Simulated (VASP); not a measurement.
# NaPt2BrO2 (P4/mmm) in VASP: a series of runs, part 2 of 2

VASP 6.6.1.

## Step 5: Single point, PBE

This run uses another cell than the first one, of 16.57 Å³/atom, 1.105 times its volume.

Input file INCAR:

```
PREC = Accurate ; ENCUT = 600
EDIFF = 1E-6 ; ISMEAR = 0
SIGMA = 0.15 ; LREAL = False
LASPH = True ; NELM = 120
ALGO = Normal ; ISIF = 2
LWAVE = False ; LCHARG = False
GGA = PE ; NBANDS = 32
GGA_COMPAT = False
```

Input file KPOINTS:

```
regular mesh
0
Gamma
  3 3 2
```

Input file POSCAR:

```
NaPt2BrO2
1.0
    4.3122561994      0.0000000000      0.0000000000
    0.0000000000      4.3122561994      0.0000000000
    0.0000000000      0.0000000000      5.3471537165
Na Pt Br O
1 2 1 2
Direct
    0.0000000000      0.0000000000      0.0000000000
    0.5000000000      0.5000000000      0.2248651889
    0.5000000000      0.5000000000      0.7751348111
    0.0000000000      0.0000000000      0.5000000000
    0.0000000000      0.5000000000      0.5000000000
    0.5000000000      0.0000000000      0.5000000000
```

Potentials or basis: VASP PAW PBE potentials, release 64 (Na_pv, Pt, Br, O).

Launch:

```sh
cat potpaw_PBE.64/Na_pv/POTCAR potpaw_PBE.64/Pt/POTCAR potpaw_PBE.64/Br/POTCAR potpaw_PBE.64/O/POTCAR > POTCAR
mpirun -np 1 vasp_std > vasp.out
```

OUTCAR:

```text
PREC = Accurate
   ENCUT = 600
   EDIFF = 1E-6
   ISMEAR = 0
   LREAL = False
   LASPH = True
   NELM = 120
   ISIF = 2
   GGA = PE

 ion  position               nearest neighbor table
   1  0.000  0.000  0.000-   4 2.67   4 2.67
   2  0.500  0.500  0.225-   3 2.40   5 2.61   6 2.61   6 2.61   5 2.61   3 2.94
   3  0.500  0.500  0.775-   2 2.40   5 2.61   6 2.61   6 2.61   5 2.61   2 2.94
   4  0.000  0.000  0.500-   5 2.16   6 2.16   5 2.16   6 2.16   1 2.67   1 2.67
   5  0.000  0.500  0.500-   4 2.16   4 2.16   2 2.61   3 2.61   2 2.61   3 2.61
   6  0.500  0.000  0.500-   4 2.16   4 2.16   2 2.61   2 2.61   3 2.61   3 2.61

[... 396 lines left out ...]
  -------------------------------------------------------------------------------------
  Total        0.1274499      0.1274499      0.1998858      0.0000000      0.0000000     -0.0000000
  in kB        2.0536120      2.0536120      3.2207778      0.0000000      0.0000000     -0.0000000
  external PRESSURE =       2.4426673 kB  Pullay stress =       0.0000000 kB

 VOLUME and BASIS-vectors are now :
 -----------------------------------------------------------------------------
  energy-cutoff  :      600.00
  volume of cell :       99.43
      direct lattice vectors                 reciprocal lattice vectors
     4.312256199  0.000000000  0.000000000     0.231897168  0.000000000  0.000000000
     0.000000000  4.312256199  0.000000000     0.000000000  0.231897168  0.000000000
     0.000000000  0.000000000  5.347153717     0.000000000  0.000000000  0.187015383

 POSITION                                       TOTAL-FORCE (eV/Angst)
 -----------------------------------------------------------------------------------
      0.00000      0.00000      0.00000         0.000000      0.000000      0.000000
      2.15613      2.15613      1.20239        -0.000000      0.000000      0.023590
      2.15613      2.15613      4.14476         0.000000     -0.000000     -0.023590
      0.00000      0.00000      2.67358         0.000000      0.000000      0.000000
      0.00000      2.15613      2.67358         0.000000      0.000000      0.000000
      2.15613      0.00000      2.67358         0.000000      0.000000      0.000000
 -----------------------------------------------------------------------------------
    total drift:                                0.000000      0.000000      0.000000

  FREE ENERGIE OF THE ION-ELECTRON SYSTEM (eV)
  ---------------------------------------------------
  free  energy   TOTEN  =       -20.9246570088 eV

  energy  without entropy=      -20.8556502456  energy(sigma->0) =      -20.89015363
```

OSZICAR:

```text
N       E                     dE             d eps       ncg     rms          rms(c)
DAV:   1     0.425691943761E+03    0.42569E+03   -0.24370E+04   384   0.164E+03
DAV:   2     0.179580972687E+02   -0.40773E+03   -0.37950E+03   400   0.398E+02
DAV:   3    -0.227741170414E+02   -0.40732E+02   -0.38457E+02   480   0.117E+02
DAV:   4    -0.242779268027E+02   -0.15038E+01   -0.14693E+01   408   0.220E+01
DAV:   5    -0.243011699325E+02   -0.23243E-01   -0.23232E-01   472   0.297E+00    0.200E+01
DAV:   6    -0.258975150366E+02   -0.15963E+01   -0.23307E+01   408   0.335E+01    0.212E+01
DAV:   7    -0.209273634146E+02    0.49702E+01   -0.10113E+01   432   0.213E+01    0.812E+00
DAV:   8    -0.209876920446E+02   -0.60329E-01   -0.19023E+00   408   0.693E+00    0.427E+00
DAV:   9    -0.209341576680E+02    0.53534E-01   -0.11414E-01   456   0.251E+00    0.134E+00
DAV:  10    -0.209362263191E+02   -0.20687E-02   -0.55871E-02   408   0.148E+00    0.866E-01
DAV:  11    -0.209250632077E+02    0.11163E-01   -0.53022E-03   400   0.587E-01    0.283E-01
DAV:  12    -0.209249856305E+02    0.77577E-04   -0.42856E-03   448   0.353E-01    0.281E-01
DAV:  13    -0.209246914836E+02    0.29415E-03   -0.27334E-04   408   0.106E-01    0.155E-01
DAV:  14    -0.209247643584E+02   -0.72875E-04   -0.48834E-05   440   0.462E-02    0.923E-02
DAV:  15    -0.209246567629E+02    0.10760E-03   -0.86157E-05   416   0.632E-02    0.697E-03
DAV:  16    -0.209246571789E+02   -0.41600E-06   -0.14225E-05   416   0.180E-02    0.166E-02
DAV:  17    -0.209246570088E+02    0.17007E-06   -0.55619E-07   232   0.449E-03
   1 F= -.20924657E+02 E0= -.20890154E+02  d E =-.690068E-01
```

stdout:

```text
POSCAR found type information on POSCAR NaPtBrO
 POSCAR found :  4 types and       6 ions
 scaLAPACK will be used
 LDA part: xc-table for (Slater+PW92), standard interpolation
 POSCAR, INCAR and KPOINTS ok, starting setup
 FFT: planning ... GRIDC
 FFT: planning ... GRID_SOFT
 FFT: planning ... GRID
 WAVECAR not read
 entering main loop
```

It took 69 s on 1 thread of Intel Xeon 8259CL, shared host; peak memory 0.25 GiB.

Results:

- Free energy: -20.9247 eV
- Pressure: 0.2 GPa
- Largest force: 0.024 eV/Å
- Band gap on the k mesh: zero (band 23 reaches 4.52 eV, above the bottom of band 24 at 4.01 eV)

Forces in eV/Å, atoms in the order of the input:
```
Na   0.000  0.000  0.000
Pt   0.000  0.000  0.024
Pt   0.000  0.000 -0.024
Br   0.000  0.000  0.000
O    0.000  0.000  0.000
O    0.000  0.000  0.000
```

Caveat: the k points lie up to 0.59 Å⁻¹ apart; spin-orbit coupling is left out, which moves the levels of the heavy elements.

## Step 6: Single point, PBE

This run uses another cell than the first one, of 20.66 Å³/atom, 1.378 times its volume.

Input file INCAR:

```
PREC     = Accurate       # precision mode
ENCUT    = 600            # plane-wave cutoff, eV
EDIFF    = 1E-6           # SCF threshold, eV
ISMEAR   = 0              # smearing method
SIGMA    = 0.15           # smearing width, eV
LREAL    = F              # projectors in reciprocal space
LASPH    = T              # aspherical terms in the spheres
NELM     = 120            # most SCF steps
ALGO     = Normal         # electronic algorithm
ISIF     = 2              # what is computed and relaxed
LWAVE    = F              # write WAVECAR
LCHARG   = F              # write CHGCAR
GGA      = PE             # functional
NBANDS   = 32             # bands
GGA_COMPAT= F
```

KPOINTS is that of step 5.

Input file POSCAR:

```
NaPt2BrO2
1.0
    4.7072931523      0.0000000000      0.0000000000
    0.0000000000      4.7072931523      0.0000000000
    0.0000000000      0.0000000000      5.5947648454
Na Pt Br O
1 2 1 2
Direct
    0.0000000000      0.0000000000      0.5000000000
    0.0000000000      0.5000000000      0.0000000000
    0.5000000000      0.0000000000      0.0000000000
    0.0000000000      0.0000000000      0.0000000000
    0.5000000000      0.5000000000      0.1896463140
    0.5000000000      0.5000000000      0.8103536860
```

Potentials or basis: VASP PAW PBE potentials, release 64 (Na_pv, Pt, Br, O).

Launch:

```sh
cat potpaw_PBE.64/Na_pv/POTCAR potpaw_PBE.64/Pt/POTCAR potpaw_PBE.64/Br/POTCAR potpaw_PBE.64/O/POTCAR > POTCAR
mpirun -np 1 vasp_std > vasp.out
```

Wall time 61 s (1 thread of Intel Xeon 8259CL, shared host); peak memory 0.27 GiB.

It converged, with:

| Property | Result |
| --- | --- |
| Free energy | -21.4350 eV |
| Pressure | 0.4 GPa |
| Band gap on the k mesh | zero (band 23 reaches 3.21 eV, above the bottom of band 24 at 2.54 eV) |

Stress tensor (GPa, compression positive):
```
0.41 0.00 0.00
0.00 0.41 0.00
0.00 0.00 0.24
```

Levels at points of the mesh, in eV from the Fermi level:
| k point | band 21 | band 22 | band 23 | band 24 | band 25 | band 26 |
| --- | --- | --- | --- | --- | --- | --- |
| (0.00, 0.00, 0.00) | -1.38 | -0.75 | 0.08 | 0.20 | 0.32 | 0.32 |
| (0.00, 0.00, 0.50) | -1.38 | -0.64 | -0.61 | 0.29 | 0.29 | 0.64 |

Caveat: the k points lie up to 0.56 Å⁻¹ apart; spin-orbit coupling is left out, which moves the levels of the heavy elements.

## Step 7: Single point, PBE

This run uses another cell than the first one, of 20.78 Å³/atom, 1.385 times its volume.

INCAR is that of step 6.

Input file KPOINTS:

```
Automatic mesh
0
Gamma
  3 3 2
```

Input file POSCAR:

```
NaPt2BrO2
1.0
    4.7156455675      0.0000000000      0.0000000000
    0.0000000000      4.7156455675      0.0000000000
    0.0000000000      0.0000000000      5.6061246327
Na Pt Br O
1 2 1 2
Direct
    0.0000000000      0.0000000000      0.0000000000
    0.0000000000      0.5000000000      0.5000000000
    0.5000000000      0.0000000000      0.5000000000
    0.0000000000      0.0000000000      0.5000000000
    0.5000000000      0.5000000000      0.6892272196
    0.5000000000      0.5000000000      0.3107727804
```

Launch:

```sh
cat potpaw_PBE.64/Na_pv/POTCAR potpaw_PBE.64/Pt/POTCAR potpaw_PBE.64/Br/POTCAR potpaw_PBE.64/O/POTCAR > POTCAR
mpirun -np 1 vasp_std > vasp.out
```

It took 52 s on 1 thread of Intel Xeon 8259CL, shared host; peak memory 0.27 GiB.

Results (log left out):

```
Free energy            : -21.4361 eV
Pressure               : 0.0 GPa
Largest force          : 0.013 eV/Å
Band gap on the k mesh : zero (band 23 reaches 3.16 eV, above the bottom of band 24 at 2.51 eV)
```

Forces on the atoms (eV/Å):
```
Na   0.000  0.000  0.000
Pt   0.000  0.000  0.000
Pt   0.000  0.000  0.000
Br   0.000  0.000  0.000
O    0.000  0.000 -0.013
O    0.000  0.000  0.013
```

Stress tensor (GPa, compression positive):
```
-0.04  0.00  0.00
 0.00 -0.04  0.00
 0.00  0.00  0.10
```

Levels at points of the mesh, in eV from the Fermi level:
| k point | band 19 | band 20 | band 21 | band 22 | band 23 | band 24 | band 25 | band 26 | band 27 | band 28 |
| --- | --- | --- | --- | --- | --- | --- | --- | --- | --- | --- |
| (0.00, 0.00, 0.00) | -2.38 | -1.74 | -1.38 | -0.75 | 0.08 | 0.17 | 0.31 | 0.31 | 1.27 | 3.91 |
| (0.00, 0.00, 0.50) | -2.11 | -1.66 | -1.38 | -0.65 | -0.60 | 0.29 | 0.29 | 0.61 | 1.42 | 2.62 |

Caveat: the k points lie up to 0.56 Å⁻¹ apart; spin-orbit coupling is left out, which moves the levels of the heavy elements.

## Step 8: Overview

| cell | gap on the mesh (eV) | pressure (GPa) | largest force (eV/Å) |
| --- | --- | --- | --- |
| a = 4.123, b = 4.123, c = 5.294 Å, 6 atoms | none | 0.0 | 0.03 |
| a = 4.132, b = 4.132, c = 5.268 Å, 6 atoms | none | 0.0 | 0.05 |
| a = 4.309, b = 4.309, c = 5.376 Å, 6 atoms | none | -0.1 | 0.04 |
| a = 4.312, b = 4.312, c = 5.347 Å, 6 atoms | none | 0.2 | 0.02 |
| a = 4.707, b = 4.707, c = 5.595 Å, 6 atoms | none | 0.4 | - |
| a = 4.716, b = 4.716, c = 5.606 Å, 6 atoms | none | 0.0 | 0.01 |

Alike in all rows: task single point; level PBE; potentials or basis VASP PAW PBE potentials, release 64 (Na_pv, Pt, Br, O); no spin polarisation; k mesh 3 × 3 × 2; cutoff (eV) 600; smearing gaussian 0.15 eV.

Caveats: all runs use coarse meshes; spin-orbit coupling is left out, which moves the levels of the heavy elements.

Total energies depend on the potentials used, so only differences within one code and one set of settings carry meaning.
